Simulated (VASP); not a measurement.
LiP2:

```
P Li
1.0
     1.67161   -7.19663    0.00000
     1.67161    7.19663    0.00000
     0.00000    0.00000    3.61085
P Li
4 2
Direct
  0.86188 0.13812 0.95756
  0.63812 0.36188 0.45756
  0.13812 0.86188 0.04244
  0.36188 0.63812 0.54244
  0.00000 0.00000 0.50000
  0.50000 0.50000 0.00000
```

```yaml
Program: VASP 6.6.1
Task: relaxation of cell and atoms
Functional: PBE
Dispersion: D3(BJ)
Potentials_or_basis: VASP PAW PBE potentials, release 64 (P, Li_sv)
Cutoff: 600 eV
k_mesh: 10 × 10 × 8
Occupations: gaussian, width 0.1 eV
Spin: no spin polarisation
```

At the start: pressure -0.4 GPa; volume 14.48 Å³/atom.

How do energy, volume and symmetry change on relaxing?

Over 15 steps the energy falls by 9.3 meV/atom and the volume is 15.02 Å³/atom (+3.8 %); space group Cmce (No. 64, to 0.1 Å) before and after.

Step by step:
```tsv
step	energy change (eV)	largest force (eV/Å)	pressure (GPa)	volume (Å³)
1	0.0000	0.1646	-0.38	86.88
2	-0.0116	0.0682	0.56	86.45
3	-0.0127	0.0442	0.95	86.28
4	-0.0213	0.1250	0.47	87.15
5	-0.0300	0.3511	-0.20	88.53
6	-0.0143	0.5941	-1.76	91.26
7	-0.0322	0.4018	-0.45	89.01
8	-0.0356	0.3896	-0.48	89.25
9	-0.0431	0.3315	-0.61	89.98
10	-0.0426	0.1901	-0.80	91.41
11	-0.0456	0.2655	-0.71	90.63
12	-0.0499	0.1845	-0.43	90.43
13	-0.0543	0.0249	0.26	89.93
14	-0.0551	0.0170	0.16	89.99
15	-0.0560	0.0061	-0.12	90.14
```

Final structure:
```xyz
6
Lattice="1.6478 -7.1797 0.0000 1.6478 7.1797 0.0000 0.0000 0.0000 3.8095" Properties=species:S:1:pos:R:3 pbc="T T T"
P     1.6478   -5.1772    3.5883
P     1.6478   -2.0024    1.6835
P     1.6478    5.1772    0.2212
P     1.6478    2.0024    2.1260
Li    0.0000    0.0000    1.9048
Li    1.6478    0.0000    0.0000
```

Caveat: the cutoff is under 1.25 times the usual one of these potentials, so pressure, stress and relaxed cells hold a basis-set (Pulay) error.
